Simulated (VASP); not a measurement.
Crystal: Mg2Si3N.

```
Mg Si N
1.0
     5.41018    0.00000    0.00000
    -2.70509    4.68535    0.00000
     0.00000    0.00000    3.27758
Mg Si N
2 3 1
Direct
  0.33333 0.66667 0.00000
  0.66667 0.33333 0.00000
  0.50000 0.00000 0.50000
  0.50000 0.50000 0.50000
  0.00000 0.50000 0.50000
  0.00000 0.00000 0.00000
```

```yaml
Program: VASP 6.6.1
Task: relaxation of cell and atoms
Functional: PBE
Potentials_or_basis: VASP PAW PBE potentials, release 64 (Mg, Si, N)
Cutoff: 600 eV
k_mesh: 6 × 6 × 6
Occupations: gaussian, width 0.1 eV
Spin: collinear spin, ferromagnetic start
Starting_moments: "[0.0, 0.0, 0.0, 0.0, 0.0, 1.0] μB"
```

At the start: pressure 45.8 GPa; volume 13.85 Å³/atom.

Q: Where does the relaxation end?

A: Over 10 steps the energy falls by 1279.6 meV/atom and the volume is 16.68 Å³/atom (+20.5 %); space group P6/mmm (No. 191, to 0.05 Å); moment 0.00 μB per cell.

Step by step:
| step | energy change (eV) | largest force (eV/Å) | pressure (GPa) | volume (Å³) |
| --- | --- | --- | --- | --- |
| 1 | 0.0000 | 0.0000 | 45.75 | 83.08 |
| 2 | -4.6128 | 0.0000 | -7.90 | 138.92 |
| 3 | -4.8943 | 0.0000 | -1.78 | 120.24 |
| 4 | -4.9145 | 0.0000 | -4.06 | 125.63 |
| 5 | -5.8653 | 0.0000 | -5.50 | 120.74 |
| 6 | -7.6625 | 0.0000 | -1.48 | 101.88 |
| 7 | -7.6546 | 0.0000 | 1.22 | 98.80 |
| 8 | -7.6765 | 0.0000 | -0.50 | 100.67 |
| 9 | -7.6754 | 0.0000 | 0.00 | 100.07 |
| 10 | -7.6775 | 0.0000 | -0.06 | 100.07 |

Final structure:
```xyz
6
Lattice="4.7360 0.0000 0.0000 -2.3680 4.1015 0.0000 0.0000 0.0000 5.1520" Properties=species:S:1:pos:R:3 pbc="T T T"
Mg    0.0000    2.7343    0.0000
Mg    2.3680    1.3672    0.0000
Si    2.3680    0.0000    2.5760
Si    1.1840    2.0507    2.5760
Si   -1.1840    2.0507    2.5760
N    -2.3680    4.1015    0.0000
```

Caveat: the volume moved by over 15 % at a fixed basis, so the end points are rough.
